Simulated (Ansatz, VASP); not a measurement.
# One calculation of ScAlN2, two programs

```
Sc Al N
1.0
     2.74536   -3.02568    0.00000
     2.74536    3.02568    0.00000
     0.00000    0.00000    4.27760
Sc Al N
1 1 2
Direct
  0.50000 0.50000 0.50000
  0.00000 0.00000 0.50000
  0.38777 0.38777 0.00000
  0.61223 0.61223 0.00000
```

Alike in both runs: task single point; functional PBE; k mesh 4 × 4 × 4; occupations gaussian, width 0.1 eV; collinear spin.

|  | VASP | Ansatz |
| --- | --- | --- |
| version | VASP 6.6.1 | Ansatz 0.2.0 |
| potentials or method | VASP PAW PBE potentials, release 64 (Sc_sv, Al, N), cutoff 520 eV | scalar-relativistic, plane waves, PAW |
| valence electrons in the cell | 24 | 24 |

|  | VASP | Ansatz | Ansatz less VASP |
| --- | --- | --- | --- |
| gap on the k mesh at the Fermi level (eV) | none | none | - |
| pressure (GPa) | 0.5 | 0.0 | -0.43 |
| traceless stress, the component that is largest in VASP (GPa) | -0.50 | -0.01 | +0.493 |
| rms of the force components (eV/Å) | 0.127 | 0.003 | -0.1247 |
| net moment per atom (μB) | 0.00 | 0.00 | 0.000 |

Atom by atom the forces differ by 0.130 eV/Å (rms over components). A gap of «none» marks a metal or a gap that the smearing closes. One of these differences is far larger than is usual between the two programs; its cause wasn't traced. Ansatz's warnings: seeded moment not kept.

The k mesh is coarse, so the values compare programs but aren't converged. Noted on VASP's run: the standard files for N, O and F lose accuracy on very short bonds.
